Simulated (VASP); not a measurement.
# Os (Fm-3m) in VASP: a series of runs

Runs on Os. Level: RPBE. Tasks: single point, relaxation of cell and atoms.

All numbers are computed with VASP 6.6.1; they aren't measurements. Logs are shortened: lines on timing, memory, paths and dates and some standing lists are left out, and cuts for length are marked.

## Step 1: The cell of the first run

Symmetry: Fm-3m, No. 225, cubic system. The conventional cell has a = 3.871 Å, b = 3.871 Å, c = 3.871 Å, α = 90.00°, β = 90.00°, γ = 90.00°. Os (site symmetry m-3m) has 12 Os at 2.74 Å within 3.6 Å.

## Step 2: Single point, RPBE

File INCAR:

```
PREC = Accurate ; ENCUT = 520
EDIFF = 1E-6 ; ISMEAR = -1
SIGMA = 0.1 ; LREAL = F
LASPH = T ; NELM = 60
ALGO = Normal ; ISIF = 2
LWAVE = F ; LCHARG = F
GGA = RP ; NBANDS = 10
```

File KPOINTS:

```
regular mesh
0
Gamma
  23 23 23
```

File POSCAR:

```
Os
1.0
    0.0000000000      1.9353434115      1.9353434115
    1.9353434115      0.0000000000      1.9353434115
    1.9353434115      1.9353434115      0.0000000000
Os
1
Direct
    0.0000000000      0.0000000000      0.0000000000
```

Potentials or basis: VASP PAW PBE potentials, release 64 (Os).

Started as:

```sh
$ cat potpaw_PBE.64/Os/POTCAR > POTCAR
$ mpirun -np 1 vasp_std > vasp.out
```

OUTCAR:

```text
PREC = Accurate
   ENCUT = 520
   EDIFF = 1E-6
   ISMEAR = -1
   LREAL = F
   LASPH = T
   NELM = 60
   ISIF = 2
   GGA = RP

 ion  position               nearest neighbor table
   1  0.000  0.000  0.000-

  LATTYP: Found a face centered cubic cell.
 ALAT       =     3.8706868230

  Lattice vectors:

 A1 = (   0.0000000000,   1.9353434115,   1.9353434115)
 A2 = (   1.9353434115,   0.0000000000,   1.9353434115)
 A3 = (   1.9353434115,   1.9353434115,   0.0000000000)

Analysis of symmetry for initial positions (statically):
=====================================================================
 Subroutine PRICEL returns:
 Original cell was already a primitive cell.

 Routine SETGRP: Setting up the symmetry group for a
 face centered cubic supercell.

 Subroutine GETGRP returns: Found 48 space group operations
 (whereof 48 operations were pure point group operations)
 out of a pool of 48 trial point group operations.

The static configuration has the point symmetry O_h .

Analysis of symmetry for dynamics (positions and initial velocities):
=====================================================================
 Subroutine PRICEL returns:
 Original cell was already a primitive cell.

 Routine SETGRP: Setting up the symmetry group for a
 face centered cubic supercell.

 Subroutine GETGRP returns: Found 48 space group operations
 (whereof 48 operations were pure point group operations)
 out of a pool of 48 trial point group operations.

The dynamic configuration has the point symmetry O_h .

 Subroutine INISYM returns: Found 48 space group operations
 (whereof 48 operations are pure point group operations),
 and found     1 'primitive' translations

----------------------------------------------------------------------------------------

                                     Primitive cell

  volume of cell :      14.4979

  direct lattice vectors                    reciprocal lattice vectors
     0.000000000  1.935343412  1.935343412    -0.258352082  0.258352082  0.258352082
     1.935343412  0.000000000  1.935343412     0.258352082 -0.258352082  0.258352082
     1.935343412  1.935343412  0.000000000     0.258352082  0.258352082 -0.258352082

  length of vectors
     2.736988900  2.736988900  2.736988900     0.447478932  0.447478932  0.447478932

  position of ions in fractional coordinates (direct lattice)
     0.000000000  0.000000000  0.000000000

  ion indices of the primitive-cell ions
   primitive index   ion index
                 1           1

----------------------------------------------------------------------------------------

 KPOINTS: regular mesh

Automatic generation of k-mesh.
 Grid dimensions read from file:
 generate k-points for:   23   23   23

 Generating k-lattice:

  Cartesian coordinates                     Fractional coordinates (reciprocal lattice)
    -0.011232699  0.011232699  0.011232699     0.043478261  0.000000000  0.000000000
     0.011232699 -0.011232699  0.011232699     0.000000000  0.043478261  0.000000000
     0.011232699  0.011232699 -0.011232699     0.000000000  0.000000000  0.043478261

  Length of vectors
     0.019455606  0.019455606  0.019455606

  Shift w.r.t. Gamma in fractional coordinates (k-lattice)
     0.000000000  0.000000000  0.000000000

 Subroutine IBZKPT returns following result:
 ===========================================

 Found    364 irreducible k-points:

 Following reciprocal coordinates:
            Coordinates               Weight
  0.000000  0.000000  0.000000      1.000000
  0.043478  0.000000  0.000000      8.000000
  0.086957  0.000000  0.000000      8.000000
  0.130435  0.000000  0.000000      8.000000
  0.173913  0.000000  0.000000      8.000000
  0.217391  0.000000  0.000000      8.000000
[... 16 lines left out ...]
  0.478261  0.043478  0.000000     24.000000
 -0.478261  0.043478  0.000000     24.000000
 [... further k-points ...]
   k-points           NKPTS =    364   k-points in BZ     NKDIM =    364   number of bands    NBANDS=     10
   number of dos      NEDOS =    301   number of ions     NIONS =      1
   total plane-waves  NPLWV =   8000
   dimension x,y,z NGX =    20 NGY =   20 NGZ =   20
   dimension x,y,z NGXF=    40 NGYF=   40 NGZF=   40
   ions per type =               1
   NGX,Y,Z   is equivalent  to a cutoff of  12.15, 12.15, 12.15 a.u.
   NGXF,Y,Z  is equivalent  to a cutoff of  24.30, 24.30, 24.30 a.u.
 SYSTEM =  unknown system
   PREC   = accura    normal or accurate (medium, high low for compatibility)
   ISTART =      0    job   : 0-new  1-cont  2-samecut
   ICHARG =      2    charge: 1-file 2-atom 10-const
   ISPIN  =      1    spin polarized calculation?
   LNONCOLLINEAR =      F non collinear calculations
   LSORBIT =      F    spin-orbit coupling
   LASPH  =      T    aspherical Exc in radial PAW
   ENCUT  =  520.0 eV  38.22 Ry    6.18 a.u.   5.09  5.09  5.09*2*pi/ulx,y,z
   NELM   =     60;   NELMIN=  2; NELMDL= -5     # of ELM steps
   EDIFF  = 0.1E-05   stopping-criterion for ELM
   LREAL  =      F    real-space projection
   EDIFFG = 0.1E-04   stopping-criterion for IOM
   NSW    =      0    number of steps for IOM
   IBRION =     -1    ionic relax: 0-MD 1-quasi-New 2-CG
   NFREE  =      0    steps in history (QN), initial steepest desc. (CG)
   ISIF   =      2    stress and relaxation
   ISYM   =      2    0-nonsym 1-usesym 2-fastsym
   POTIM  = 0.5000    time-step for ionic-motion
   TEBEG  =    0.0;   TEEND  =   0.0 temperature during run
   PSTRESS=    0.0 pullay stress
   NELECT =       8.0000    total number of electrons
   NUPDOWN=      -1.0000    fix difference up-down
   EMIN   =  10.00;   EMAX   =-10.00  energy-range for DOS
   EFERMI =   0.00;   METHOD = LEGACY
   ISMEAR =    -1;   SIGMA  =   0.10  broadening in eV -4-tet -1-fermi 0-gaus
   EFERMI_NEDOS =   21; number of points for ismear=-14 and -15
   IALGO  =     38    algorithm
   IMIX   =      4    mixing-type and parameters
     AMIX     =   0.40;   BMIX     =  1.00
     AMIX_MAG =   1.60;   BMIX_MAG =  1.00
  volume/ion in A,a.u.               =      14.50        97.84
  Fermi-wavevector in a.u.,A,eV,Ry     =   1.342776  2.537478 24.531936  1.803046
  Thomas-Fermi vector in A             =   2.470903
   LORBIT       =      0    0 simple, 1 ext, 2 COOP (PROOUT), +10 PAW based schemes
   GGA     = RP    functional components
   LHFCALC =     F    Hartree Fock is set to
   AEXX    =    0.0000 exact exchange contribution
   IVDW    =     0    specifies the selected vdW correction
   LEPSILON=     F    determine dielectric tensor
   LRPA    =     F    only Hartree local field effects (RPA)
 non-spin polarized calculation
  energy-cutoff  :      520.00
  volume of cell :       14.50
 maximum number of plane-waves:       398
   NGX = 11   NGY = 11   NGZ = 11

 number of electron       8.0000000 magnetization

 Free energy of the ion-electron system (eV)
  ---------------------------------------------------
  ext. energy  EPLUGINS =         0.00000000
  ---------------------------------------------------
  free energy    TOTEN  =       -10.47904237 eV

  energy without entropy =      -10.45104270  energy(sigma->0) =      -10.46504253

 E-fermi :   8.9135     XC(G=0): -13.8195

 val. band max:        8.9009491196   @ k =   0.0435   0.0000   0.0000
 cond. band min:       8.9136532036   @ k =  -0.3478   0.4348   0.1304
 fundamental gap:      0.0127040840
 Fermi energy:         8.9134793296

 k-point     1 :       0.0000    0.0000    0.0000
  band No.  band energies     occupation
      1      -1.6004      2.00000
      2       6.0479      2.00000
      3       6.0479      2.00000
      4       6.0479      2.00000
      5       8.9295      0.92010
      6       8.9295      0.92010
      7      23.1233      0.00000
      8      28.7538      0.00000
      9      28.7538      0.00000
     10      28.7538      0.00000

 k-point     2 :       0.0435    0.0000    0.0000
  band No.  band energies     occupation
      1      -1.5147      2.00000
      2       5.9955      2.00000
      3       6.0871      2.00000
      4       6.0871      2.00000
      5       8.9009      1.06257
      6       8.9009      1.06257
      7      23.2828      0.00000
      8      28.2654      0.00000
      9      28.9041      0.00000
     10      28.9041      0.00000

 k-point     3 :       0.0870    0.0000    0.0000
  band No.  band energies     occupation
      1      -1.2632      2.00000
      2       5.8521      2.00000
      3       6.1961      2.00000
      4       6.1961      2.00000
      5       8.8290      1.39901
      6       8.8290      1.39901
      7      23.7377      0.00000
      8      27.2297      0.00000
      9      29.3470      0.00000
     10      29.3470      0.00000

 k-point     4 :       0.1304    0.0000    0.0000
  band No.  band energies     occupation
      1      -0.8630      2.00000
      2       5.6564      2.00000
      3       6.3451      2.00000
      4       6.3451      2.00000
      5       8.7548      1.66046
      6       8.7548      1.66046
      7      24.3973      0.00000
      8      26.1054      0.00000
      9      30.0595      0.00000
     10      30.0595      0.00000
[... 222 lines left out ...]
 k-point    22 :       0.4348    0.0435    0.0000
  band No.  band energies     occupation
      1       1.5915      2.00000
      2       5.8975      2.00000
      3       6.0679      2.00000
      4       7.6111      2.00000
      5      10.9357      0.00000
      6      11.0369      0.00000
      7      18.5545      0.00000
      8      23.2487      0.00000
      9      29.2649      0.00000
     10      29.8762      0.00000

 k-point    23 :       0.4783    0.0435    0.0000
  band No.  band energies     occupation
      1       1.5931      2.00000
      2       5.8306      2.00000
      3       5.9886      2.00000
      4       8.2282      1.99789
      5      11.2103      0.00000
      6      11.3550      0.00000
      7      17.6901      0.00000
      8      22.9053      0.00000
      9      28.8727      0.00000
     10      29.1023      0.00000

 k-point    24 :      -0.4783    0.0435    0.0000
  band No.  band energies     occupation
      1       1.5918      2.00000
      2       5.8211      2.00000
      3       5.9605      2.00000
      4       8.4147      1.98645
      5      11.1746      0.00000
      6      11.5442      0.00000
      7      17.4428      0.00000
      8      22.8224      0.00000
      9      28.7454      0.00000
     10      28.9299      0.00000

 [... further k-points ...]
[... 5 lines left out ...]
  --------------------------------------------------------------------------------------
  -------------------------------------------------------------------------------------
  Total       -0.0537282     -0.0537282     -0.0537282      0.0000000     -0.0000000     -0.0000000
  in kB       -5.9375684     -5.9375684     -5.9375684      0.0000000     -0.0000000     -0.0000000
  external PRESSURE =      -5.9375684 kB  Pullay stress =       0.0000000 kB

 VOLUME and BASIS-vectors are now :
 -----------------------------------------------------------------------------
  energy-cutoff  :      520.00
  volume of cell :       14.50
      direct lattice vectors                 reciprocal lattice vectors
     0.000000000  1.935343412  1.935343412    -0.258352082  0.258352082  0.258352082
     1.935343412  0.000000000  1.935343412     0.258352082 -0.258352082  0.258352082
     1.935343412  1.935343412  0.000000000     0.258352082  0.258352082 -0.258352082

 POSITION                                       TOTAL-FORCE (eV/Angst)
 -----------------------------------------------------------------------------------
      0.00000      0.00000      0.00000         0.000000     -0.000000     -0.000000
 -----------------------------------------------------------------------------------
    total drift:                                0.000000      0.000000     -0.000000

  FREE ENERGIE OF THE ION-ELECTRON SYSTEM (eV)
  ---------------------------------------------------
  free  energy   TOTEN  =       -10.4790423727 eV

  energy  without entropy=      -10.4510426954  energy(sigma->0) =      -10.46504253
```

Wall time 16 s (1 thread of Intel Xeon 6975P-C (Granite Rapids), shared host); peak memory 0.17 GiB.

Results:

```yaml
Free_energy: -10.4790 eV
Pressure: -0.6 GPa
Band_gap_on_the_k_mesh: zero (band 4 reaches 11.16 eV, above the bottom of band 5 at 7.48 eV)
```

Caveat: the PAW data sets were made with another functional, which shifts forces and pressure a little; spin-orbit coupling is left out, which moves the levels of the heavy elements.

## Step 3: Single point, RPBE

File INCAR:

```
SYSTEM = Os
PREC     = Accurate       ! precision mode
ENCUT    = 600            ! plane-wave cutoff, eV
EDIFF    = 1E-6           ! SCF threshold, eV
ISMEAR   = -1             ! smearing method
SIGMA    = 0.1            ! smearing width, eV
LREAL    = .FALSE.        ! projectors in reciprocal space
LASPH    = .TRUE.         ! aspherical terms in the spheres
NELM     = 120            ! most SCF steps
ALGO     = Normal         ! electronic algorithm
ISIF     = 2              ! what is computed and relaxed
LWAVE    = .FALSE.        ! write WAVECAR
LCHARG   = .FALSE.        ! write CHGCAR
GGA      = RP             ! functional
NBANDS   = 10             ! bands
GGA_COMPAT= .FALSE.
```

File KPOINTS:

```
regular mesh
0
G
  14 14 14
  0 0 0
```

POSCAR is that of step 2.

Potentials or basis: VASP PAW PBE potentials, release 64 (Os).

Started as:

```sh
$ cat potpaw_PBE.64/Os/POTCAR > POTCAR
$ mpirun -np 1 vasp_std > vasp.out
```

Wall time 22 s (1 thread of Intel Xeon 8259CL, shared host); peak memory 0.15 GiB.

Results (log left out):

- Free energy: -10.4767 eV
- Pressure: -0.2 GPa
- Band gap on the k mesh: zero (band 4 reaches 11.17 eV, above the bottom of band 5 at 7.62 eV)

Levels at points of the mesh, in eV from the Fermi level:
```csv
k point,band 2,band 3,band 4,band 5,band 6,band 7
"(0.00, 0.00, 0.00)",-2.81,-2.81,-2.81,0.07,0.07,14.27
"(0.50, 0.00, 0.00)",-2.96,-2.96,-0.18,2.35,2.35,8.62
"(0.50, 0.50, 0.00)",-6.51,2.31,2.31,3.00,3.00,11.79
```

Caveat: the PAW data sets were made with another functional, which shifts forces and pressure a little; spin-orbit coupling is left out, which moves the levels of the heavy elements.

## Step 4: Relaxation of cell and atoms, RPBE

This run uses another cell than the first one, of 13.99 Å³/atom, 0.965 times its volume.

File INCAR:

```
PREC = Accurate
ENCUT = 600
EDIFF = 1E-7
ISMEAR = -1
SIGMA = 0.1
LREAL = F
LASPH = T
NELM = 120
ALGO = Normal
ISIF = 3
LWAVE = F
LCHARG = F
GGA = RP
IBRION = 2
NSW = 80
EDIFFG = -0.01
GGA_COMPAT = F
NELMIN = 4
```

File KPOINTS:

```
Automatic mesh
0
Gamma
  14 14 14
```

File POSCAR:

```
Os
1.0
    0.0000000000      1.9125401025      1.9125401025
    1.9125401025      0.0000000000      1.9125401025
    1.9125401025      1.9125401025      0.0000000000
Os
1
Direct
    0.0000000000      0.0000000000      0.0000000000
```

Started as:

```sh
$ cat potpaw_PBE.64/Os/POTCAR > POTCAR
$ mpirun -np 1 vasp_std > vasp.out
```

It took 75 s on 1 thread of Intel Xeon 8259CL, shared host; peak memory 0.16 GiB.

It converged, with:

```yaml
Free_energy: -10.4765 eV
Relaxed_volume: 14.49 Å³/atom
Relaxed_cell: a = 2.736 Å, b = 2.736 Å, c = 2.736 Å, α = 60.00°, β = 60.00°, γ = 60.00°
Space_group_after_relaxing_to_0.05_Å: Fm-3m (No. 225)
Energy_gained_by_relaxing: 21.7 meV/atom
Ionic_steps: 4
Pressure_after_relaxing: -0.1 GPa
Band_gap_on_the_k_mesh: zero (band 4 reaches 11.18 eV, above the bottom of band 5 at 7.63 eV)
```

The path:
```
step  energy change (eV)  largest force (eV/Å)  pressure (GPa)  volume (Å³)
   1              0.0000                0.0000           14.55        13.99
   2              0.2879                0.0000          -38.27        16.73
   3             -0.0216                0.0000           -0.90        14.52
   4             -0.0217                0.0000           -0.05        14.49
```

Final structure:
```
Os
1.0
     0.00000    1.93499    1.93499
     1.93499    0.00000    1.93499
     1.93499    1.93499    0.00000
Os
1
Direct
  0.00000 0.00000 0.00000
```

Levels at points of the mesh, in eV from the Fermi level:
| k point | band 1 | band 2 | band 3 | band 4 | band 5 | band 6 | band 7 | band 8 |
| --- | --- | --- | --- | --- | --- | --- | --- | --- |
| (0.00, 0.00, 0.00) | -10.46 | -2.82 | -2.82 | -2.82 | 0.07 | 0.07 | 14.27 | 19.89 |
| (0.50, 0.00, 0.00) | -7.35 | -2.97 | -2.97 | -0.18 | 2.35 | 2.35 | 8.63 | 13.80 |
| (0.50, 0.50, 0.00) | -7.21 | -6.52 | 2.31 | 2.31 | 3.00 | 3.00 | 11.80 | 12.09 |

Caveat: the PAW data sets were made with another functional, which shifts forces and pressure a little; spin-orbit coupling is left out, which moves the levels of the heavy elements.

## Step 5: The runs side by side

| task | cell | k mesh | cutoff (eV) | gap on the mesh (eV) | pressure (GPa) |
| --- | --- | --- | --- | --- | --- |
| single point | a = 2.737 Å, angles 60.0°, 1 atom | 23 × 23 × 23 | 520 | none | -0.6 |
| single point | a = 2.737 Å, angles 60.0°, 1 atom | 14 × 14 × 14 | 600 | none | -0.2 |
| relaxation of cell and atoms | relaxed from a = 2.705 Å, angles 60.0°, 1 atom | 14 × 14 × 14 | 600 | none | -0.1 |

Alike in all rows: level RPBE; potentials or basis VASP PAW PBE potentials, release 64 (Os); no spin polarisation; smearing fermi-dirac 0.1 eV.

Caveats: the PAW data sets were made with another functional, which shifts forces and pressure a little; spin-orbit coupling is left out, which moves the levels of the heavy elements.

Total energies depend on the potentials used, so only differences within one code and one set of settings carry meaning.
